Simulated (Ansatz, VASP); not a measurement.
Ti: VASP beside Ansatz

Contents of POSCAR:

```
Ti
1.0
   -1.5725439971      1.5725439971      1.5725439971
    1.5725439971     -1.5725439971      1.5725439971
    1.5725439971      1.5725439971     -1.5725439971
Ti
1
Direct
    0.0000000000      0.0000000000      0.0000000000
```

The input INCAR.step1:

```
ALGO = Normal
EDIFF = 1E-6
ENCUT = 400
GGA = LIBXC
GGA_COMPAT = F
ISIF = 2
ISMEAR = -5
ISPIN = 2
LASPH = T
LCHARG = T
LIBXC1 = GGA_X_PBE_R
LIBXC2 = LDA_C_PW
LMAXMIX = 4
LORBIT = 11
LREAL = F
LWAVE = F
MAGMOM = 1
NBANDS = 16
NEDOS = 2001
NELM = 200
PREC = Accurate
SIGMA = 0.05
```

File KPOINTS.step1:

```
k-points
0
Gamma
  11 11 11
```

INCAR.step2

```
ALGO = Normal
EDIFF = 1E-6
ENCUT = 400
GGA = LIBXC
GGA_COMPAT = F
ICHARG = 11
ISIF = 2
ISMEAR = -5
ISPIN = 2
LASPH = T
LCHARG = F
LIBXC1 = GGA_X_PBE_R
LIBXC2 = LDA_C_PW
LMAXMIX = 4
LORBIT = 11
LREAL = F
LWAVE = F
MAGMOM = 1
NEDOS = 2001
NELM = 200
PREC = Accurate
SIGMA = 0.05
```

KPOINTS.step2

```
k-points
0
Gamma
  17 17 17
```

File input.yaml:

```yaml
crystal:
  lattice:
    - [-1.5725439971, 1.5725439971, 1.5725439971]
    - [1.5725439971, -1.5725439971, 1.5725439971]
    - [1.5725439971, 1.5725439971, -1.5725439971]
  atoms:
    - { symbol: Ti, position: [0.0, 0.0, 0.0], spin: 1.0 }
kpoints:
  mp_grid: { grid: [11, 11, 11] }
scf:
  occupations: { method: tetrahedron }
hamiltonian:
  xc: { exchange: revpbe, correlation: lda }
  pseudopotentials: { kind: all_electron, lapw: { basis_error: 0.0005 } }
magnetization:
  spin_polarized: true
output:
  forces: true
  stress: true
  eigenvalues: true
  dos: { projected: false, de: 0.1, e_range: [-20, 8] }
```

Change from the starting cell: volume scaled by 0.88.

Alike in both runs: task density of states; functional revpbe exchange, lda correlation; k mesh 11 × 11 × 11; occupations tetrahedron; collinear spin.

|  | VASP | Ansatz |
| --- | --- | --- |
| version | VASP 6.6.1 | Ansatz 0.2.0 |
| potentials or method | VASP PAW PBE potentials, release 64 (Ti_sv), cutoff 400 eV | all-electron LAPW, scalar-relativistic |

|  | VASP | Ansatz | Ansatz less VASP |
| --- | --- | --- | --- |
| net moment per atom (μB) | 0.00 | 0.00 | 0.000 |

VASP's potentials were made for PBE, not for revpbe exchange, lda correlation. Ansatz ran all-electron here, and VASP with PAW potentials.

Noted on Ansatz's run: the program warned that the printed levels may be off, so bands, gaps and densities of states are rough.
